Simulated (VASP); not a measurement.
Set up this calculation in VASP 6.6.1, as the native input.

* Task: single point
* Functional: PBEsol
* Potentials or basis: VASP PAW PBE potentials, release 64 (Ta_pv, Si)
* Cutoff: 520 eV
* k mesh: 10 × 10 × 10
* Occupations: gaussian, width 0.1 eV
* Spin: no spin polarisation
* Dipole correction: no
* Further INCAR settings: ALGO = Fast; EDIFF = 1e-06; NBANDS = 35

The structure of Ta2Si lies in POSCAR:

```
Ta2Si
1.0
   -3.0877629443      3.0877629443      2.5236412193
    3.0877629443     -3.0877629443      2.5236412193
    3.0877629443      3.0877629443     -2.5236412193
Ta Si
4 2
Direct
    0.6635932100      0.8364067900      0.5000000000
    0.8364067900      0.3364067900      0.1728135800
    0.3364067900      0.1635932100      0.5000000000
    0.1635932100      0.6635932100      0.8271864200
    0.2500000000      0.2500000000      0.0000000000
    0.7500000000      0.7500000000      0.0000000000
```

One way to write it, as run:

INCAR

```
  PREC = Accurate
  ENCUT = 520
  EDIFF = 1E-6
  ISMEAR = 0
  SIGMA = 0.1
  LREAL = False
  LASPH = True
  NELM = 80
  ALGO = Fast
  ISIF = 2
  LWAVE = False
  LCHARG = True
  GGA = PS
  LELF = True
  LVHAR = True
  NBANDS = 35
```

KPOINTS

```
regular mesh
0
Gamma
  10 10 10
```

Potentials or basis: VASP PAW PBE potentials, release 64 (Ta_pv, Si).

Command:

```console
$ cat potpaw_PBE.64/Ta_pv/POTCAR potpaw_PBE.64/Si/POTCAR > POTCAR
$ mpirun -np 1 vasp_std > vasp.out
```

Results of the run:

The pressure is -2.9 GPa, the largest force is 0.067 eV/Å and the band gap on the k mesh is zero (bands 26 and 27 overlap by 0.78 eV).

Caveat: the PAW data sets were made with another functional, which shifts forces and pressure a little; spin-orbit coupling is left out, which moves the levels of the heavy elements.

Wall time 12 min on 1 thread of Intel Xeon 8259CL (shared host), peak memory 0.43 GiB.
